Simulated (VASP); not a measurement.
# MgO: single point with r2SCAN

The system is MgO.

```
Mg O
1.0
     0.00000    2.10223    2.10223
     2.10223    0.00000    2.10223
     2.10223    2.10223    0.00000
Mg O
1 1
Direct
  0.00000 0.00000 0.00000
  0.50000 0.50000 0.50000
```

```
Program             : VASP 6.6.1
Task                : single point
Functional          : r2SCAN
Potentials or basis : VASP PAW PBE potentials, release 64 (Mg_sv, O)
Cutoff              : 920 eV
k mesh              : 10 × 10 × 10
Occupations         : gaussian, width 0.02 eV
Spin                : no spin polarisation
```

```json
{"Pressure": "0.5 GPa", "Band gap on the k mesh": "5.70 eV"}
```

Levels at points of the mesh, in eV from the valence-band top:
| k point | band 6 | band 7 | band 8 | band 9 | band 10 | band 11 |
| --- | --- | --- | --- | --- | --- | --- |
| (0.00, 0.00, 0.00) | 0.00 | 0.00 | 0.00 | 5.70 | 16.89 | 16.89 |
| (0.50, 0.00, 0.00) | -4.62 | -0.68 | -0.68 | 8.87 | 13.91 | 17.57 |
| (0.50, 0.50, 0.00) | -4.09 | -1.37 | -1.37 | 10.05 | 11.21 | 14.38 |

Wall time 120 s on 1 thread of Intel(R) Xeon(R) Platinum 8259CL CPU @ 2.50GHz (Skylake/Cascade Lake), on a shared host, peak memory 0.18 GiB.

Caveat: the PAW data sets were made with another functional, which shifts forces and pressure a little.
